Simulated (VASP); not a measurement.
The system is PbO2.

```
CELL_PARAMETERS angstrom
0.00000 2.75499 2.75499
2.75499 0.00000 2.75499
2.75499 2.75499 0.00000
ATOMIC_POSITIONS crystal
Pb 0.00000 0.00000 0.00000
O 0.75000 0.75000 0.75000
O 0.25000 0.25000 0.25000
```

Base run:

- Program: VASP 6.6.1
- Functional: r2SCAN
- Potentials or basis: VASP PAW PBE potentials, release 64 (Pb_d, O)
- Cutoff: 520 eV
- k mesh: 9 × 9 × 9
- Occupations: fermi-dirac, width 0.05 eV
- Spin: no spin polarisation

Its results: band gap on the k mesh zero (band 13 reaches 4.50 eV, above the bottom of band 14 at 3.44 eV); pressure -12.3 GPa.

The run is repeated on the same cell with these changes: functional from r2SCAN to PBEsol. What comes out?

Band gap on the k mesh zero (band 13 reaches 4.71 eV, above the bottom of band 14 at 3.66 eV); pressure -11.8 GPa.

Caveats: the PAW data sets were made with another functional, which shifts forces and pressure a little; spin-orbit coupling is left out, which moves the levels of the heavy elements.
